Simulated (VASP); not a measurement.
Input of a VASP 6.6.1 run:

File INCAR:

```
ALGO = Normal ; EDIFF = 1E-6
ENCUT = 520 ; GGA = CA
ISIF = 2 ; ISMEAR = -1
LASPH = T ; LCHARG = T
LELF = T ; LREAL = F
LVHAR = T ; LWAVE = F
NBANDS = 14 ; NELM = 100
PREC = Accurate ; SIGMA = 0.08
```

File KPOINTS:

```
k-points
0
Gamma
  10 10 10
```

Contents of POSCAR:

```
Na
1.0
    0.0000000000      3.6389589135      3.6389589135
    3.6389589135      0.0000000000      3.6389589135
    3.6389589135      3.6389589135      0.0000000000
Na
2
Direct
   -0.1250000000     -0.1250000000     -0.1250000000
    0.1250000000      0.1250000000      0.1250000000
```

Potentials or basis: VASP PAW LDA potentials, release 64 (Na_pv).

Command:

```bash
$ cat potpaw_LDA.64/Na_pv/POTCAR > POTCAR
$ mpirun -np 1 vasp_std > vasp.out
```

Predict the band gap on the k mesh.

zero (bands 7 and 8 overlap by 0.75 eV).

Estimate the pressure.

0.0 GPa.
